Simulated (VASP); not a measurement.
# AlGa3Sb2 (R-3m) in VASP: single point with PBE

Aim: the single point of AlGa3Sb2 with PBE.

Program: VASP 6.6.1. These are calculated values, not measurements. Logs are shortened: lines on timing, memory, paths and dates and some standing lists are left out, and cuts for length are marked.

## Step 1: The cell of the first run

It takes space group R-3m (No. 166, trigonal). The conventional cell has a = 5.759 Å, b = 5.759 Å, c = 14.616 Å, α = 90.00°, β = 90.00°, γ = 120.00°. Within 3.9 Å of Al (site symmetry -3m) lie 6 Ga at 2.95 Å and 6 Sb at 3.38 Å. Ga (site symmetry 2/m) has 4 Ga at 2.88 Å and 2 Al at 2.95 Å and 6 Sb at 3.42 to 3.45 Å within 3.8 Å. Within 4.4 Å of Sb (site symmetry 3m) lie 3 Al at 3.38 Å and 9 Ga at 3.42 to 3.45 Å and 4 Sb at 3.52 to 3.70 Å.

## Step 2: Single point, PBE

INCAR

```
SYSTEM = AlGa3Sb2
ALGO = Fast ; EDIFF = 1E-7
ENCUT = 520 ; GGA = PE
ISIF = 2 ; ISMEAR = 0
LASPH = .TRUE. ; LCHARG = .FALSE.
LREAL = .FALSE. ; LWAVE = .FALSE.
NBANDS = 35 ; NELM = 100
PREC = Accurate ; SIGMA = 0.1
```

KPOINTS

```
k-points
0
G
  6 6 6
  0 0 0
```

POSCAR

```
AlGa3Sb2
1.0
    2.8795451100      1.6625061400      4.8719991400
   -2.8795451100      1.6625061400      4.8719991400
    0.0000000000     -3.3250122800      4.8719991400
Al Ga Sb
1 3 2
Direct
    0.5000000000      0.5000000000      0.5000000000
    0.5000000000      0.0000000000      0.5000000000
    0.5000000000      0.5000000000      0.0000000000
    0.0000000000      0.5000000000      0.5000000000
    0.8733720200      0.8733720200      0.8733720200
    0.1266279800      0.1266279800      0.1266279800
```

Potentials or basis: VASP PAW PBE potentials, release 64 (Al, Ga_d, Sb).

On the command line:

```console
cat potpaw_PBE.64/Al/POTCAR potpaw_PBE.64/Ga_d/POTCAR potpaw_PBE.64/Sb/POTCAR > POTCAR
mpirun -np 1 vasp_std > vasp.out
```

OUTCAR:

```text
SYSTEM = AlGa3Sb2
   EDIFF = 1E-7
   ENCUT = 520
   GGA = PE
   ISIF = 2
   ISMEAR = 0
   LASPH = .TRUE.
   LREAL = .FALSE.
   NELM = 100
   PREC = Accurate

 ion  position               nearest neighbor table
   1  0.500  0.500  0.500-   3 2.95   3 2.95   4 2.95   2 2.95   2 2.95   4 2.95   6 3.38   5 3.38
                             6 3.38   5 3.38   6 3.38   5 3.38
   2  0.500  0.000  0.500-   3 2.88   3 2.88   4 2.88   4 2.88   1 2.95   1 2.95
   3  0.500  0.500  0.000-   2 2.88   4 2.88   2 2.88   4 2.88   1 2.95   1 2.95
   4  0.000  0.500  0.500-   3 2.88   3 2.88   2 2.88   2 2.88   1 2.95   1 2.95
   5  0.873  0.873  0.873-   1 3.38   1 3.38   1 3.38   6 3.52   6 3.52   6 3.52   6 3.70
   6  0.127  0.127  0.127-   1 3.38   1 3.38   1 3.38   5 3.52   5 3.52   5 3.52   5 3.70

  LATTYP: Found a trigonal (rhomboedric) cell.
 ALAT       =     5.8984813576
 COS(alpha) =     0.5233524707

  Lattice vectors:

 A1 = (   2.8795451100,   1.6625061400,   4.8719991400)
 A2 = (  -2.8795451100,   1.6625061400,   4.8719991400)
 A3 = (   0.0000000000,  -3.3250122800,   4.8719991400)

Analysis of symmetry for initial positions (statically):
=====================================================================
 Subroutine PRICEL returns:
 Original cell was already a primitive cell.

 Routine SETGRP: Setting up the symmetry group for a
 trigonal (rhombohedral) supercell.

 Subroutine GETGRP returns: Found 12 space group operations
 (whereof 12 operations were pure point group operations)
 out of a pool of 12 trial point group operations.

The static configuration has the point symmetry D_3d.

Analysis of symmetry for dynamics (positions and initial velocities):
=====================================================================
 Subroutine PRICEL returns:
 Original cell was already a primitive cell.

 Routine SETGRP: Setting up the symmetry group for a
 trigonal (rhombohedral) supercell.

 Subroutine GETGRP returns: Found 12 space group operations
 (whereof 12 operations were pure point group operations)
 out of a pool of 12 trial point group operations.

The dynamic configuration has the point symmetry D_3d.

 Subroutine INISYM returns: Found 12 space group operations
 (whereof 12 operations are pure point group operations),
 and found     1 'primitive' translations

----------------------------------------------------------------------------------------

                                     Primitive cell

  volume of cell :     139.9412

  direct lattice vectors                    reciprocal lattice vectors
     2.879545110  1.662506140  4.871999140     0.173638537  0.100250256  0.068418184
    -2.879545110  1.662506140  4.871999140    -0.173638537  0.100250256  0.068418184
     0.000000000 -3.325012280  4.871999140     0.000000000 -0.200500513  0.068418184

  length of vectors
     5.898481358  5.898481358  5.898481354     0.211852551  0.211852551  0.211852551

  position of ions in fractional coordinates (direct lattice)
     0.500000000  0.500000000  0.500000000
     0.500000000  0.000000000  0.500000000
     0.500000000  0.500000000  0.000000000
     0.000000000  0.500000000  0.500000000
     0.873372020  0.873372020  0.873372020
     0.126627980  0.126627980  0.126627980

  ion indices of the primitive-cell ions
   primitive index   ion index
                 1           1
                 2           2
                 3           3
                 4           4
                 5           5
                 6           6

----------------------------------------------------------------------------------------

 KPOINTS: k-points

Automatic generation of k-mesh.
 Grid dimensions read from file:
 generate k-points for:    6    6    6

 Generating k-lattice:

  Cartesian coordinates                     Fractional coordinates (reciprocal lattice)
     0.028939756  0.016708376  0.011403031     0.166666667  0.000000000  0.000000000
    -0.028939756  0.016708376  0.011403031     0.000000000  0.166666667  0.000000000
     0.000000000 -0.033416752  0.011403031     0.000000000  0.000000000  0.166666667

  Length of vectors
     0.035308758  0.035308758  0.035308759

  Shift w.r.t. Gamma in fractional coordinates (k-lattice)
     0.000000000  0.000000000  0.000000000

 Subroutine IBZKPT returns following result:
 ===========================================

 Found     32 irreducible k-points:

 Following reciprocal coordinates:
            Coordinates               Weight
  0.000000  0.000000  0.000000      1.000000
  0.166667  0.000000  0.000000      6.000000
  0.333333 -0.000000  0.000000      6.000000
  0.500000  0.000000 -0.000000      3.000000
  0.166667  0.166667  0.000000      6.000000
  0.333333  0.166667  0.000000     12.000000
[... 16 lines left out ...]
  0.500000  0.500000  0.166667      6.000000
 -0.333333  0.500000  0.166667     12.000000
 [... further k-points ...]
   k-points           NKPTS =     32   k-points in BZ     NKDIM =     32   number of bands    NBANDS=     35
   number of dos      NEDOS =    301   number of ions     NIONS =      6
   total plane-waves  NPLWV = 110592
   dimension x,y,z NGX =    48 NGY =   48 NGZ =   48
   dimension x,y,z NGXF=    96 NGYF=   96 NGZF=   96
   ions per type =               1   3   2
   NGX,Y,Z   is equivalent  to a cutoff of  13.53, 13.53, 13.53 a.u.
   NGXF,Y,Z  is equivalent  to a cutoff of  27.06, 27.06, 27.06 a.u.
 SYSTEM =  AlGa3Sb2
   PREC   = accura    normal or accurate (medium, high low for compatibility)
   ISTART =      0    job   : 0-new  1-cont  2-samecut
   ICHARG =      2    charge: 1-file 2-atom 10-const
   ISPIN  =      1    spin polarized calculation?
   LNONCOLLINEAR =      F non collinear calculations
   LSORBIT =      F    spin-orbit coupling
   LASPH  =      T    aspherical Exc in radial PAW
   ENCUT  =  520.0 eV  38.22 Ry    6.18 a.u.  10.97 10.97 10.97*2*pi/ulx,y,z
   NELM   =    100;   NELMIN=  2; NELMDL= -5     # of ELM steps
   EDIFF  = 0.1E-06   stopping-criterion for ELM
   LREAL  =      F    real-space projection
   EDIFFG = 0.1E-05   stopping-criterion for IOM
   NSW    =      0    number of steps for IOM
   IBRION =     -1    ionic relax: 0-MD 1-quasi-New 2-CG
   NFREE  =      0    steps in history (QN), initial steepest desc. (CG)
   ISIF   =      2    stress and relaxation
   ISYM   =      2    0-nonsym 1-usesym 2-fastsym
   POTIM  = 0.5000    time-step for ionic-motion
   TEBEG  =    0.0;   TEEND  =   0.0 temperature during run
   PSTRESS=    0.0 pullay stress
   NELECT =      52.0000    total number of electrons
   NUPDOWN=      -1.0000    fix difference up-down
   EMIN   =  10.00;   EMAX   =-10.00  energy-range for DOS
   EFERMI =   0.00;   METHOD = LEGACY
   ISMEAR =     0;   SIGMA  =   0.10  broadening in eV -4-tet -1-fermi 0-gaus
   EFERMI_NEDOS =   21; number of points for ismear=-14 and -15
   IALGO  =     68    algorithm
   IMIX   =      4    mixing-type and parameters
     AMIX     =   0.40;   BMIX     =  1.00
     AMIX_MAG =   1.60;   BMIX_MAG =  1.00
  volume/ion in A,a.u.               =      23.32       157.39
  Fermi-wavevector in a.u.,A,eV,Ry     =   1.176957  2.224127 18.847181  1.385229
  Thomas-Fermi vector in A             =   2.313312
   LORBIT       =      0    0 simple, 1 ext, 2 COOP (PROOUT), +10 PAW based schemes
   GGA     = PE    functional components
   LHFCALC =     F    Hartree Fock is set to
   AEXX    =    0.0000 exact exchange contribution
   IVDW    =     0    specifies the selected vdW correction
   LEPSILON=     F    determine dielectric tensor
   LRPA    =     F    only Hartree local field effects (RPA)
 non-spin polarized calculation
 RMM-DIIS sequential band-by-band and
 Gauss-broadening in eV      SIGMA  =   0.10
  energy-cutoff  :      520.00
  volume of cell :      139.94
 maximum number of plane-waves:      3807
 NGX is ok and might be reduce to    48
   NGX = 21   NGY = 21   NGZ = 21

 number of electron      52.0000007 magnetization

 Free energy of the ion-electron system (eV)
  ---------------------------------------------------
  ext. energy  EPLUGINS =         0.00000000
  ---------------------------------------------------
  free energy    TOTEN  =       -19.63674360 eV

  energy without entropy =      -19.61406781  energy(sigma->0) =      -19.62540571

 E-fermi :   6.0971     XC(G=0): -10.1517

 val. band max:        6.0844364143   @ k =   0.5000   0.5000   0.1667
 cond. band min:       6.0982916171   @ k =   0.3333   0.3333   0.1667
 fundamental gap:      0.0138552028
 Fermi energy:         6.0970616804

 k-point     1 :       0.0000    0.0000    0.0000
  band No.  band energies     occupation
      1      -8.8613      2.00000
      2      -8.8089      2.00000
      3      -8.8089      2.00000
      4      -8.7648      2.00000
      5      -8.7220      2.00000
      6      -8.7011      2.00000
[... 27 lines left out ...]
     34      13.3802      0.00000
     35      13.5506      0.00000

 k-point     2 :       0.1667    0.0000    0.0000
  band No.  band energies     occupation
      1      -8.8444      2.00000
      2      -8.8036      2.00000
      3      -8.7891      2.00000
      4      -8.7560      2.00000
      5      -8.7164      2.00000
      6      -8.7005      2.00000
[... 27 lines left out ...]
     34      12.2034      0.00000
     35      12.4800      0.00000

 k-point     3 :       0.3333   -0.0000    0.0000
  band No.  band energies     occupation
      1      -8.8182      2.00000
      2      -8.7735      2.00000
      3      -8.7365      2.00000
      4      -8.7354      2.00000
      5      -8.7010      2.00000
      6      -8.6931      2.00000
[... 27 lines left out ...]
     34      11.6246      0.00000
     35      11.8980      0.00000

 k-point     4 :       0.5000    0.0000   -0.0000
  band No.  band energies     occupation
      1      -8.8123      2.00000
      2      -8.7316      2.00000
      3      -8.7275      2.00000
      4      -8.6811      2.00000
      5      -8.6766      2.00000
      6      -8.6691      2.00000
[... 27 lines left out ...]
     34      10.4803      0.00000
     35      11.1906      0.00000

 k-point     5 :       0.1667    0.1667    0.0000
  band No.  band energies     occupation
      1      -8.8444      2.00000
      2      -8.8036      2.00000
      3      -8.7890      2.00000
      4      -8.7555      2.00000
      5      -8.7164      2.00000
      6      -8.7005      2.00000
[... 638 lines left out ...]
 k-point    22 :      -0.1667    0.3333    0.1667
  band No.  band energies     occupation
      1      -8.7954      2.00000
      2      -8.7538      2.00000
      3      -8.7198      2.00000
      4      -8.7047      2.00000
      5      -8.6922      2.00000
      6      -8.6717      2.00000
[... 27 lines left out ...]
     34      10.4151      0.00000
     35      10.8656      0.00000

 k-point    23 :       0.5000    0.5000    0.1667
  band No.  band energies     occupation
      1      -8.8177      2.00000
      2      -8.7731      2.00000
      3      -8.7353      2.00000
      4      -8.7328      2.00000
      5      -8.6989      2.00000
      6      -8.6936      2.00000
[... 27 lines left out ...]
     34      10.0002      0.00000
     35      10.3201      0.00000

 k-point    24 :      -0.3333    0.5000    0.1667
  band No.  band energies     occupation
      1      -8.7952      2.00000
      2      -8.7533      2.00000
      3      -8.7179      2.00000
      4      -8.7045      2.00000
      5      -8.6899      2.00000
      6      -8.6700      2.00000
[... 27 lines left out ...]
     34      10.4003      0.00000
     35      10.7434      0.00000

 [... further k-points ...]
[... 5 lines left out ...]
  --------------------------------------------------------------------------------------
  -------------------------------------------------------------------------------------
  Total       -2.7697246     -2.7697246     -2.9822808      0.0000000      0.0000000     -0.0000000
  in kB      -31.7103890    -31.7103889    -34.1439309      0.0000000      0.0000000     -0.0000000
  external PRESSURE =     -32.5215696 kB  Pullay stress =       0.0000000 kB

 VOLUME and BASIS-vectors are now :
 -----------------------------------------------------------------------------
  energy-cutoff  :      520.00
  volume of cell :      139.94
      direct lattice vectors                 reciprocal lattice vectors
     2.879545110  1.662506140  4.871999140     0.173638537  0.100250256  0.068418184
    -2.879545110  1.662506140  4.871999140    -0.173638537  0.100250256  0.068418184
     0.000000000 -3.325012280  4.871999140     0.000000000 -0.200500513  0.068418184

 POSITION                                       TOTAL-FORCE (eV/Angst)
 -----------------------------------------------------------------------------------
      0.00000      0.00000      7.30800         0.000000      0.000000      0.000000
      1.43977     -0.83125      4.87200        -0.000000      0.000000      0.000000
      0.00000      1.66251      4.87200         0.000000      0.000000      0.000000
     -1.43977     -0.83125      4.87200        -0.000000      0.000000      0.000000
      0.00000      0.00000     12.76520        -0.000000      0.000000     -0.178317
      0.00000      0.00000      1.85079        -0.000000     -0.000000      0.178317
 -----------------------------------------------------------------------------------
    total drift:                                0.000000      0.000000     -0.000000

  FREE ENERGIE OF THE ION-ELECTRON SYSTEM (eV)
  ---------------------------------------------------
  free  energy   TOTEN  =       -19.6367436018 eV

  energy  without entropy=      -19.6140678116  energy(sigma->0) =      -19.62540571
```

Run time: 3.1 min. Hardware: 1 thread of Intel Xeon Platinum 8488C (Sapphire Rapids), shared host; peak memory 0.4 GiB.

What came out:

```yaml
Free_energy: -19.6367 eV
Pressure: -3.3 GPa
Largest_force: 0.178 eV/Å
Band_gap_on_the_k_mesh: zero (band 26 reaches 6.87 eV, above the bottom of band 27 at 4.14 eV)
```

Forces on the atoms (eV/Å):
```
Al   0.000  0.000  0.000
Ga   0.000  0.000  0.000
Ga   0.000  0.000  0.000
Ga   0.000  0.000  0.000
Sb   0.000  0.000 -0.178
Sb   0.000  0.000  0.178
```

Levels at points of the mesh, in eV from the Fermi level:
```tsv
k point	band 22	band 23	band 24	band 25	band 26	band 27	band 28	band 29	band 30	band 31
(0.00, 0.00, 0.00)	-3.20	-3.05	-3.05	-3.04	-1.96	-1.96	-1.24	-0.24	-0.24	3.96
(0.50, 0.00, 0.00)	-3.73	-3.70	-1.65	-0.91	0.04	0.32	1.02	1.30	2.17	3.86
(0.50, 0.50, 0.00)	-0.89	-0.73	-0.54	0.16	0.52	0.75	1.31	1.68	1.87	2.04
(0.50, 0.50, 0.50)	-3.72	-3.72	-1.56	-0.52	-0.19	-0.19	0.79	0.79	1.82	3.62
```

Caveat: spin-orbit coupling is left out, which moves the levels of the heavy elements.
